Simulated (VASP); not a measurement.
Wanted: the native input for a VASP 6.6.1 run.

- Task: single point
- Functional: PBE
- Potentials or basis: VASP PAW PBE potentials, release 64 (Se, V_sv, Mn_pv)
- Cutoff: 520 eV
- k mesh: 7 × 4 × 7
- Occupations: fermi-dirac, width 0.1 eV
- Spin: no spin polarisation
- Dipole correction: no
- Further INCAR settings: ALGO = Normal; EDIFF = 1e-06; NBANDS = 40

The structure of Mn2VSe4 lies in POSCAR:

```
Mn2VSe4
1.0
    0.0000000000      3.3265470000      0.0000000000
    6.1154600000      0.0000000000      0.0000000000
   -2.7532110000      1.6632740000     -5.9905400000
Se V Mn
4 1 2
Direct
    0.3675000000      0.9726000000      0.2650000000
    0.6325000000      0.0274000000      0.7350000000
    0.8938000000      0.4493000000      0.2124000000
    0.1062000000      0.5507000000      0.7876000000
    0.0000000000      0.0000000000      0.0000000000
    0.2561000000      0.6904000000      0.4878000000
    0.7439000000      0.3096000000      0.5122000000
```

One way to write it, as run:

INCAR

```
ALGO = Normal
EDIFF = 1E-6
ENCUT = 520
GGA = PE
ISIF = 2
ISMEAR = -1
LASPH = True
LCHARG = False
LREAL = False
LWAVE = False
NBANDS = 40
NELM = 60
PREC = Accurate
SIGMA = 0.1
```

KPOINTS

```
k-points
0
Gamma
  7 4 7
```

Potentials or basis: VASP PAW PBE potentials, release 64 (Se, V_sv, Mn_pv).

Run with:

```console
$ cat potpaw_PBE.64/Se/POTCAR potpaw_PBE.64/V_sv/POTCAR potpaw_PBE.64/Mn_pv/POTCAR > POTCAR
$ mpirun -np 1 vasp_std > vasp.out
```

Results of the run:

The pressure is -5.4 GPa. The largest force is 1.336 eV/Å and the band gap on the k mesh is zero (an odd number of electrons rules out a gap without spin polarisation).

Caveat: the cell stands under tension; the run has no spin polarisation, though such a crystal can be magnetic; semilocal functionals often make such compounds metallic where correlation or magnetic order opens a gap, which also shifts bond lengths; forces of over 1 eV/Å act on the atoms, so gaps and moduli don't describe the material at rest.

Run time: 3.4 min on 1 thread of AMD EPYC 9R45 96-Core Processor (Zen 5), with other jobs on the host, peak memory 0.4 GiB.
